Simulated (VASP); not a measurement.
Write the native input for VASP 6.6.1 that does the following.

| Property | Result |
| --- | --- |
| Task | single point |
| Functional | PBEsol |
| Dispersion | D3(BJ) |
| Potentials or basis | VASP PAW PBE potentials, release 64 (C) |
| Cutoff | 520 eV |
| k mesh | 15 × 15 × 15 |
| Occupations | gaussian, width 0.05 eV |
| Spin | no spin polarisation |
| Dipole correction | no |
| Further INCAR settings | ALGO = Normal; EDIFF = 1e-06; NBANDS = 11 |

The structure of C lies in POSCAR:

```
C
1.0
    1.2393323470      0.7155288641      3.3108194777
   -1.2393323470      0.7155288641      3.3108194777
    0.0000000000     -1.4310577282      3.3108194777
C
2
Direct
    0.1421760251      0.1909910183      0.1665835217
    0.8578239749      0.8090089817      0.8334164783
```

This cell differs from its parent crystal: atoms displaced along a vibrational mode, the cell strained.

The input as run:

INCAR

```
PREC = Accurate
ENCUT = 520
EDIFF = 1E-6
ISMEAR = 0
SIGMA = 0.05
LREAL = F
LASPH = T
NELM = 80
ALGO = Normal
ISIF = 2
LWAVE = F
LCHARG = T
GGA = PS
IVDW = 12
LELF = T
LVHAR = T
NBANDS = 11
```

KPOINTS

```
regular mesh
0
Gamma
  15 15 15
```

Potentials or basis: VASP PAW PBE potentials, release 64 (C).

The run is started by

```sh
$ cat potpaw_PBE.64/C/POTCAR > POTCAR
$ mpirun -np 1 vasp_std > vasp.out
```

It gave:

```json
{
 "Pressure": "-0.1 GPa",
 "Largest force": "6.337 eV/Å",
 "Dispersion energy per atom": "-0.112 eV"
}
```

Caveat: the cell differs from its parent crystal (atoms displaced along a vibrational mode, the cell strained); the PAW data sets were made with another functional, which shifts forces and pressure a little.

It took 13 min on 1 thread of Intel Xeon 8259CL (shared host), peak memory 0.39 GiB.
